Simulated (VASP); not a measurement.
**HfCl2: single point with PBE+D3(BJ)**

The system is HfCl2.

```
CELL_PARAMETERS angstrom
1.83300 1.05828 5.61669
-1.83300 1.05828 5.61669
0.00000 -2.11657 5.61669
ATOMIC_POSITIONS crystal
Hf 0.50000 0.50000 0.50000
Cl 0.74372 0.74372 0.74372
Cl 0.25628 0.25628 0.25628
```

```
Program                : VASP 6.6.1
Task                   : single point
Functional             : PBE
Dispersion             : D3(BJ)
Potentials or basis    : VASP PAW PBE potentials, release 64 (Hf_pv, Cl)
Cutoff                 : 520 eV
k mesh                 : 6 × 6 × 6
Occupations            : gaussian, width 0.1 eV
Spin                   : no spin polarisation
Dipole correction      : no
Further INCAR settings : ALGO = Normal; EDIFF = 1e-06; NBANDS = 19
```

| Property | Result |
| --- | --- |
| Pressure | -5.2 GPa |
| Largest force | 0.026 eV/Å |
| Band gap on the k mesh | zero (band 12 reaches 6.62 eV, above the bottom of band 13 at 5.73 eV) |
| Dispersion energy per atom | -0.286 eV |

Forces on the atoms (eV/Å):
```
Hf   0.000  0.000  0.000
Cl   0.000  0.000  0.026
Cl   0.000  0.000 -0.026
```

Stress tensor (GPa, compression positive):
```
-9.16  0.00  0.00
 0.00 -9.16  0.00
 0.00  0.00  2.86
```

Levels at points of the mesh, in eV from the Fermi level:
| k point | band 8 | band 9 | band 10 | band 11 | band 12 | band 13 | band 14 | band 15 | band 16 | band 17 |
| --- | --- | --- | --- | --- | --- | --- | --- | --- | --- | --- |
| (0.00, 0.00, 0.00) | -6.56 | -5.15 | -5.15 | -4.87 | 0.04 | 0.04 | 0.41 | 0.68 | 2.24 | 2.24 |
| (0.50, 0.00, 0.00) | -7.06 | -6.69 | -6.09 | -5.65 | -0.97 | 2.18 | 2.26 | 2.82 | 3.47 | 3.75 |
| (0.50, 0.50, 0.00) | -6.33 | -6.08 | -6.05 | -5.74 | -1.57 | 2.17 | 2.28 | 2.58 | 2.73 | 3.22 |
| (0.50, 0.50, 0.50) | -6.39 | -6.39 | -5.40 | -5.40 | -0.16 | 0.14 | 0.14 | 2.24 | 2.24 | 2.32 |

It took 38 s on 1 thread of Intel(R) Xeon(R) 6975P-C (Granite Rapids), on a shared host, peak memory 0.33 GiB.

Caveat: spin-orbit coupling is left out, which moves the levels of the heavy elements; pairwise dispersion overbinds metals, which lowers pressure and volume.
